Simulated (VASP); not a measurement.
# Ta2N (P-3m1) in VASP: a series of runs

Aim: see how the results for Ta2N move with the level of theory and the settings. Levels: BLYP, revPBE, BLYP+D3(BJ). Tasks: single point, relaxation of cell and atoms.

Everything below comes from runs of VASP 6.6.1. Logs are shortened: lines on timing, memory, paths and dates and some standing lists are left out, and cuts for length are marked.

## Step 1: The cell of the first run

It takes space group P-3m1 (No. 164, trigonal). Conventional cell: a = 3.113 Å, b = 3.113 Å, c = 4.870 Å, α = 90.00°, β = 90.00°, γ = 120.00°. Within 3.2 Å of Ta (site symmetry 3m) lie 3 N at 2.18 Å and 12 Ta at 2.99 to 3.11 Å. Within 2.9 Å of N (site symmetry -3m) lie 6 Ta at 2.18 Å.

## Step 2: Single point, BLYP

File INCAR:

```
SYSTEM = Ta2N
  PREC = Accurate
  ENCUT = 520
  EDIFF = 1E-7
  ISMEAR = -1
  SIGMA = 0.05
  LREAL = .FALSE.
  LASPH = .TRUE.
  NELM = 60
  ALGO = Normal
  ISIF = 2
  LWAVE = .FALSE.
  LCHARG = .FALSE.
  GGA = B5
  ALDAX = 1.0
  AGGAX = 1.0
  AGGAC = 1.0
  ALDAC = 0.0
  NBANDS = 20
```

File KPOINTS:

```
regular mesh
0
G
  10 10 6
  0 0 0
```

File POSCAR:

```
Ta2N
1.0
    3.1128615060      0.0000000000      0.0000000000
   -1.5564307530      2.6958171426      0.0000000000
    0.0000000000      0.0000000000      4.8698410000
Ta N
2 1
Direct
    0.3333333333      0.6666666667      0.2547110000
    0.6666666667      0.3333333333      0.7452890000
    0.0000000000      0.0000000000      0.0000000000
```

Potentials or basis: VASP PAW PBE potentials, release 64 (Ta_pv, N).

Launch:

```console
> cat potpaw_PBE.64/Ta_pv/POTCAR potpaw_PBE.64/N/POTCAR > POTCAR
> mpirun -np 1 vasp_std > vasp.out
```

OUTCAR:

```text
SYSTEM = Ta2N
   PREC = Accurate
   ENCUT = 520
   EDIFF = 1E-7
   ISMEAR = -1
   LREAL = .FALSE.
   LASPH = .TRUE.
   NELM = 60
   ISIF = 2
   GGA = B5

 ion  position               nearest neighbor table
   1  0.333  0.667  0.255-   3 2.18   3 2.18   3 2.18   2 2.99   2 2.99   2 2.99   2 3.06   2 3.06
                             2 3.06
   2  0.667  0.333  0.745-   3 2.18   3 2.18   3 2.18   1 2.99   1 2.99   1 2.99   1 3.06   1 3.06
                             1 3.06
   3  0.000  0.000  0.000-   1 2.18   2 2.18   1 2.18   2 2.18   2 2.18   1 2.18

  LATTYP: Found a hexagonal cell.
 ALAT       =     3.1128615060
 C/A-ratio  =     1.5644258476

  Lattice vectors:

 A1 = (   3.1128615060,   0.0000000000,   0.0000000000)
 A2 = (  -1.5564307530,   2.6958171426,   0.0000000000)
 A3 = (   0.0000000000,   0.0000000000,   4.8698410000)

Analysis of symmetry for initial positions (statically):
=====================================================================
 Subroutine PRICEL returns:
 Original cell was already a primitive cell.

 Routine SETGRP: Setting up the symmetry group for a
 hexagonal supercell.

 Subroutine GETGRP returns: Found 12 space group operations
 (whereof 12 operations were pure point group operations)
 out of a pool of 24 trial point group operations.

The static configuration has the point symmetry D_3d.

Analysis of symmetry for dynamics (positions and initial velocities):
=====================================================================
 Subroutine PRICEL returns:
 Original cell was already a primitive cell.

 Routine SETGRP: Setting up the symmetry group for a
 hexagonal supercell.

 Subroutine GETGRP returns: Found 12 space group operations
 (whereof 12 operations were pure point group operations)
 out of a pool of 24 trial point group operations.

The dynamic configuration has the point symmetry D_3d.

 Subroutine INISYM returns: Found 12 space group operations
 (whereof 12 operations are pure point group operations),
 and found     1 'primitive' translations

----------------------------------------------------------------------------------------

                                     Primitive cell

  volume of cell :      40.8663

  direct lattice vectors                    reciprocal lattice vectors
     3.112861506  0.000000000  0.000000000     0.321247829  0.185472520  0.000000000
    -1.556430753  2.695817143  0.000000000     0.000000000  0.370945041  0.000000000
     0.000000000  0.000000000  4.869841000     0.000000000  0.000000000  0.205345513

  length of vectors
     3.112861506  3.112861506  4.869841000     0.370945041  0.370945041  0.205345513

  position of ions in fractional coordinates (direct lattice)
     0.333333333  0.666666667  0.254711000
     0.666666667  0.333333333  0.745289000
     0.000000000  0.000000000  0.000000000

  ion indices of the primitive-cell ions
   primitive index   ion index
                 1           1
                 2           2
                 3           3

----------------------------------------------------------------------------------------

 KPOINTS: regular mesh

Automatic generation of k-mesh.
 Grid dimensions read from file:
 generate k-points for:   10   10    6

 Generating k-lattice:

  Cartesian coordinates                     Fractional coordinates (reciprocal lattice)
     0.032124783  0.018547252  0.000000000     0.100000000  0.000000000  0.000000000
     0.000000000  0.037094504  0.000000000     0.000000000  0.100000000  0.000000000
     0.000000000  0.000000000  0.034224252     0.000000000  0.000000000  0.166666667

  Length of vectors
     0.037094504  0.037094504  0.034224252

  Shift w.r.t. Gamma in fractional coordinates (k-lattice)
     0.000000000  0.000000000  0.000000000

 Subroutine IBZKPT returns following result:
 ===========================================

 Found     72 irreducible k-points:

 Following reciprocal coordinates:
            Coordinates               Weight
  0.000000  0.000000  0.000000      1.000000
  0.100000 -0.000000  0.000000      6.000000
  0.200000 -0.000000  0.000000      6.000000
  0.300000 -0.000000  0.000000      6.000000
  0.400000 -0.000000  0.000000      6.000000
  0.500000  0.000000  0.000000      3.000000
[... 16 lines left out ...]
  0.000000  0.400000  0.166667      6.000000
  0.500000  0.000000  0.166667      6.000000
 [... further k-points ...]
   k-points           NKPTS =     72   k-points in BZ     NKDIM =     72   number of bands    NBANDS=     20
   number of dos      NEDOS =    301   number of ions     NIONS =      3
   total plane-waves  NPLWV =  20736
   dimension x,y,z NGX =    24 NGY =   24 NGZ =   36
   dimension x,y,z NGXF=    48 NGYF=   48 NGZF=   72
   ions per type =               2   1
   NGX,Y,Z   is equivalent  to a cutoff of  12.82, 12.82, 12.29 a.u.
   NGXF,Y,Z  is equivalent  to a cutoff of  25.63, 25.63, 24.58 a.u.
 SYSTEM =  Ta2N
   PREC   = accura    normal or accurate (medium, high low for compatibility)
   ISTART =      0    job   : 0-new  1-cont  2-samecut
   ICHARG =      2    charge: 1-file 2-atom 10-const
   ISPIN  =      1    spin polarized calculation?
   LNONCOLLINEAR =      F non collinear calculations
   LSORBIT =      F    spin-orbit coupling
   LASPH  =      T    aspherical Exc in radial PAW
   ENCUT  =  520.0 eV  38.22 Ry    6.18 a.u.   5.79  5.79  9.05*2*pi/ulx,y,z
   NELM   =     60;   NELMIN=  2; NELMDL= -5     # of ELM steps
   EDIFF  = 0.1E-06   stopping-criterion for ELM
   LREAL  =      F    real-space projection
   EDIFFG = 0.1E-05   stopping-criterion for IOM
   NSW    =      0    number of steps for IOM
   IBRION =     -1    ionic relax: 0-MD 1-quasi-New 2-CG
   NFREE  =      0    steps in history (QN), initial steepest desc. (CG)
   ISIF   =      2    stress and relaxation
   ISYM   =      2    0-nonsym 1-usesym 2-fastsym
   POTIM  = 0.5000    time-step for ionic-motion
   TEBEG  =    0.0;   TEEND  =   0.0 temperature during run
   PSTRESS=    0.0 pullay stress
   NELECT =      27.0000    total number of electrons
   NUPDOWN=      -1.0000    fix difference up-down
   EMIN   =  10.00;   EMAX   =-10.00  energy-range for DOS
   EFERMI =   0.00;   METHOD = LEGACY
   ISMEAR =    -1;   SIGMA  =   0.05  broadening in eV -4-tet -1-fermi 0-gaus
   EFERMI_NEDOS =   21; number of points for ismear=-14 and -15
   IALGO  =     38    algorithm
   IMIX   =      4    mixing-type and parameters
     AMIX     =   0.40;   BMIX     =  1.00
     AMIX_MAG =   1.60;   BMIX_MAG =  1.00
  volume/ion in A,a.u.               =      13.62        91.93
  Fermi-wavevector in a.u.,A,eV,Ry     =   1.425852  2.694469 27.661374  2.033054
  Thomas-Fermi vector in A             =   2.546192
   LORBIT       =      0    0 simple, 1 ext, 2 COOP (PROOUT), +10 PAW based schemes
   GGA     = B5    functional components
   LHFCALC =     F    Hartree Fock is set to
   AEXX    =    0.0000 exact exchange contribution
   IVDW    =     0    specifies the selected vdW correction
   LEPSILON=     F    determine dielectric tensor
   LRPA    =     F    only Hartree local field effects (RPA)
 non-spin polarized calculation
  energy-cutoff  :      520.00
  volume of cell :       40.87
 maximum number of plane-waves:      1114
 NGX is ok and might be reduce to    24
   NGX = 11   NGY = 11   NGZ = 19

 number of electron      26.9999996 magnetization

 Free energy of the ion-electron system (eV)
  ---------------------------------------------------
  ext. energy  EPLUGINS =         0.00000000
  ---------------------------------------------------
  free energy    TOTEN  =       -30.78416091 eV

  energy without entropy =      -30.77038283  energy(sigma->0) =      -30.77727187

 E-fermi :   7.9667     XC(G=0): -12.1934

 val. band max:        7.9528721332   @ k =   0.0000   0.3000   0.3333
 cond. band min:       7.9685998211   @ k =   0.2000   0.1000   0.3333
 fundamental gap:      0.0157276879
 Fermi energy:         7.9667378961

 k-point     1 :       0.0000    0.0000    0.0000
  band No.  band energies     occupation
      1     -27.5974      2.00000
      2     -26.8800      2.00000
      3     -26.8800      2.00000
      4     -26.7529      2.00000
      5     -26.7529      2.00000
      6     -26.6316      2.00000
[... 12 lines left out ...]
     19       9.0697      0.00000
     20      13.2441      0.00000

 k-point     2 :       0.1000   -0.0000    0.0000
  band No.  band energies     occupation
      1     -27.5676      2.00000
      2     -26.9388      2.00000
      3     -26.9012      2.00000
      4     -26.8119      2.00000
      5     -26.7578      2.00000
      6     -26.6432      2.00000
[... 12 lines left out ...]
     19       9.7982      0.00000
     20      13.0565      0.00000

 k-point     3 :       0.2000   -0.0000    0.0000
  band No.  band energies     occupation
      1     -27.4848      2.00000
      2     -27.0933      2.00000
      3     -26.9584      2.00000
      4     -26.9529      2.00000
      5     -26.7737      2.00000
      6     -26.6796      2.00000
[... 12 lines left out ...]
     19      11.4286      0.00000
     20      12.5574      0.00000

 k-point     4 :       0.3000   -0.0000    0.0000
  band No.  band energies     occupation
      1     -27.3727      2.00000
      2     -27.2784      2.00000
      3     -27.1268      2.00000
      4     -27.0122      2.00000
      5     -26.7975      2.00000
      6     -26.7414      2.00000
[... 12 lines left out ...]
     19      12.0991      0.00000
     20      13.1248      0.00000

 k-point     5 :       0.4000   -0.0000    0.0000
  band No.  band energies     occupation
      1     -27.4475      2.00000
      2     -27.2565      2.00000
      3     -27.2327      2.00000
      4     -27.0578      2.00000
      5     -26.8192      2.00000
      6     -26.8185      2.00000
[... 12 lines left out ...]
     19      12.1416      0.00000
     20      12.7262      0.00000

 k-point     6 :       0.5000    0.0000    0.0000
  band No.  band energies     occupation
      1     -27.5046      2.00000
      2     -27.3039      2.00000
      3     -27.1700      2.00000
      4     -27.0748      2.00000
      5     -26.8659      2.00000
      6     -26.8268      2.00000
[... 12 lines left out ...]
     19      12.1889      0.00000
     20      12.2688      0.00000

 k-point     7 :       0.1000    0.1000    0.0000
  band No.  band energies     occupation
      1     -27.5112      2.00000
      2     -27.0255      2.00000
      3     -26.9855      2.00000
      4     -26.8742      2.00000
      5     -26.7805      2.00000
      6     -26.6672      2.00000
[... 12 lines left out ...]
     19      11.0466      0.00000
     20      12.7010      0.00000
[... 277 lines left out ...]
 k-point    20 :       0.3000   -0.0000    0.1667
  band No.  band energies     occupation
      1     -27.3814      2.00000
      2     -27.2526      2.00000
      3     -27.1422      2.00000
      4     -27.0013      2.00000
      5     -26.8088      2.00000
      6     -26.7442      2.00000
[... 12 lines left out ...]
     19      12.2142      0.00000
     20      12.4565      0.00000

 k-point    21 :       0.0000    0.3000    0.1667
  band No.  band energies     occupation
      1     -27.4366      2.00000
      2     -27.1917      2.00000
      3     -27.1329      2.00000
      4     -26.9949      2.00000
      5     -26.8155      2.00000
      6     -26.7575      2.00000
[... 12 lines left out ...]
     19      11.6062      0.00000
     20      13.4693      0.00000

 k-point    22 :       0.4000   -0.0000    0.1667
  band No.  band energies     occupation
      1     -27.4673      2.00000
      2     -27.3299      2.00000
      3     -27.1533      2.00000
      4     -27.0439      2.00000
      5     -26.8330      2.00000
      6     -26.8030      2.00000
[... 12 lines left out ...]
     19      12.4913      0.00000
     20      12.8091      0.00000

 k-point    23 :       0.0000    0.4000    0.1667
  band No.  band energies     occupation
      1     -27.5068      2.00000
      2     -27.2974      2.00000
      3     -27.1318      2.00000
      4     -27.0404      2.00000
      5     -26.8367      2.00000
      6     -26.8165      2.00000
[... 12 lines left out ...]
     19      12.0401      0.00000
     20      13.9350      0.00000

 k-point    24 :       0.5000    0.0000    0.1667
  band No.  band energies     occupation
      1     -27.5366      2.00000
      2     -27.3549      2.00000
      3     -27.1038      2.00000
      4     -27.0586      2.00000
      5     -26.8451      2.00000
      6     -26.8438      2.00000
[... 12 lines left out ...]
     19      12.4663      0.00000
     20      13.2616      0.00000

 [... further k-points ...]

------------------------ aborting loop because EDIFF is reached ----------------------------------------

  FORCE on cell =-STRESS in cart. coord.  units (eV):
  Direction    XX          YY          ZZ          XY          YZ          ZX
  --------------------------------------------------------------------------------------
  -------------------------------------------------------------------------------------
  Total        2.3808413      2.3808413      2.5464069      0.0000000      0.0000000      0.0000000
  in kB       93.3417658     93.3417658     99.8328265      0.0000000      0.0000000      0.0000000
  external PRESSURE =      95.5054527 kB  Pullay stress =       0.0000000 kB

 VOLUME and BASIS-vectors are now :
 -----------------------------------------------------------------------------
  energy-cutoff  :      520.00
  volume of cell :       40.87
      direct lattice vectors                 reciprocal lattice vectors
     3.112861506  0.000000000  0.000000000     0.321247829  0.185472520  0.000000000
    -1.556430753  2.695817143  0.000000000     0.000000000  0.370945041  0.000000000
     0.000000000  0.000000000  4.869841000     0.000000000  0.000000000  0.205345513

 POSITION                                       TOTAL-FORCE (eV/Angst)
 -----------------------------------------------------------------------------------
     -0.00000      1.79721      1.24040        -0.000000      0.000000      0.481008
      1.55643      0.89861      3.62944         0.000000     -0.000000     -0.481008
      0.00000      0.00000      0.00000         0.000000      0.000000      0.000000
 -----------------------------------------------------------------------------------
    total drift:                               -0.000000      0.000000      0.000000

  FREE ENERGIE OF THE ION-ELECTRON SYSTEM (eV)
  ---------------------------------------------------
  free  energy   TOTEN  =       -30.7841609117 eV

  energy  without entropy=      -30.7703828325  energy(sigma->0) =      -30.77727187
```

Wall time 82 s (1 thread of Intel Xeon 8259CL, shared host); peak memory 0.19 GiB.

What came out:

```
Free energy            : -30.7842 eV
Pressure               : 9.6 GPa
Largest force          : 0.481 eV/Å
Band gap on the k mesh : zero (an odd number of electrons rules out a gap without spin polarisation)
```

Forces on the atoms (eV/Å):
```
Ta   0.000  0.000  0.481
Ta   0.000  0.000 -0.481
N    0.000  0.000  0.000
```

Levels at points of the mesh, in eV from the Fermi level:
| k point | band 9 | band 10 | band 11 | band 12 | band 13 | band 14 | band 15 | band 16 | band 17 | band 18 |
| --- | --- | --- | --- | --- | --- | --- | --- | --- | --- | --- |
| (0.00, 0.00, 0.00) | -6.01 | -6.01 | -4.77 | -0.62 | -0.24 | -0.24 | 0.26 | 0.27 | 0.27 | 1.10 |
| (0.50, 0.00, 0.00) | -6.44 | -6.31 | -4.41 | -2.50 | -1.31 | 1.72 | 1.85 | 3.65 | 3.91 | 4.17 |
| (0.00, 0.00, 0.50) | -6.19 | -6.19 | -2.81 | -2.53 | -1.11 | -1.11 | 1.76 | 2.17 | 2.27 | 2.27 |
| (0.50, 0.00, 0.50) | -6.59 | -6.04 | -3.14 | -2.05 | -2.02 | -0.27 | 0.68 | 3.19 | 3.48 | 3.88 |

Caveat: the cell stands under pressure; the PAW data sets were made with another functional, which shifts forces and pressure a little; spin-orbit coupling is left out, which moves the levels of the heavy elements.

(Continued in part 2 of 3.)
